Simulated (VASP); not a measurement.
Crystal: TiO2.

```
Ti O
1.0
     2.70603   -2.70666    0.00000
     2.70603    2.70666    0.00000
    -2.63353    0.00000    4.79664
Ti O
2 4
Direct
  0.86589 0.13411 0.75000
  0.13411 0.86589 0.25000
  0.08876 0.33122 0.16715
  0.91124 0.66878 0.83285
  0.66878 0.91124 0.33285
  0.33122 0.08876 0.66715
```

| Quantity | Value |
| --- | --- |
| Program | VASP 6.6.1 |
| Task | relaxation of cell and atoms |
| Functional | LDA |
| Potentials or basis | VASP PAW LDA potentials, release 64 (Ti_sv, O) |
| Cutoff | 600 eV |
| k mesh | 8 × 8 × 6 |
| Occupations | fermi-dirac, width 0.05 eV |
| Spin | no spin polarisation |

At the start: pressure -12.1 GPa; volume 11.71 Å³/atom.

Q: How do energy, volume and symmetry change on relaxing?

A: Over 20 steps the energy falls by 27.5 meV/atom and the volume is 11.05 Å³/atom (-5.6 %); space group C2/c (No. 15, to 0.1 Å) before, I4_1/amd (No. 141, to 0.1 Å).

The path:
| step | energy change (eV) | largest force (eV/Å) | pressure (GPa) | volume (Å³) |
| --- | --- | --- | --- | --- |
| 1 | 0.0000 | 0.3147 | -12.13 | 70.26 |
| 2 | 0.1547 | 0.8429 | 21.27 | 61.63 |
| 3 | -0.1569 | 0.1336 | -0.36 | 66.50 |
| 4 | -0.1569 | 0.1350 | -0.09 | 66.43 |
| 5 | -0.1605 | 0.1073 | 0.07 | 66.28 |
| 6 | -0.1605 | 0.1077 | 0.07 | 66.28 |
| 7 | -0.1616 | 0.0760 | 0.04 | 66.29 |
| 8 | -0.1625 | 0.0533 | 0.00 | 66.31 |
| 9 | -0.1635 | 0.0169 | 0.01 | 66.32 |
| 10 | -0.1642 | 0.0526 | 0.03 | 66.33 |
| 11 | -0.1647 | 0.0213 | -0.08 | 66.36 |
| 12 | -0.1647 | 0.0210 | -0.08 | 66.36 |
| 13 | -0.1648 | 0.0207 | 0.15 | 66.30 |
| 14 | -0.1648 | 0.0214 | 0.16 | 66.30 |
| 15 | -0.1648 | 0.0206 | 0.14 | 66.31 |
| 16 | -0.1650 | 0.0191 | -0.01 | 66.35 |
| 17 | -0.1650 | 0.0193 | -0.07 | 66.37 |
| 18 | -0.1651 | 0.0151 | -0.05 | 66.36 |
| 19 | -0.1652 | 0.0186 | 0.02 | 66.33 |
| 20 | -0.1653 | 0.0100 | 0.04 | 66.32 |

Final structure:
```yaml
crystal:
  lattice:
    - [2.64812, -2.64845, -0.01893]
    - [2.64812, 2.64845, -0.01893]
    - [-2.61091, 0.00000, 4.74708]
  atoms:
    - { symbol: Ti, position: [0.87497, 0.12503, 0.75000] }
    - { symbol: Ti, position: [0.12503, 0.87497, 0.25000] }
    - { symbol: O, position: [0.08367, 0.33321, 0.16642] }
    - { symbol: O, position: [0.91633, 0.66679, 0.83358] }
    - { symbol: O, position: [0.66679, 0.91633, 0.33358] }
    - { symbol: O, position: [0.33321, 0.08367, 0.66642] }
```
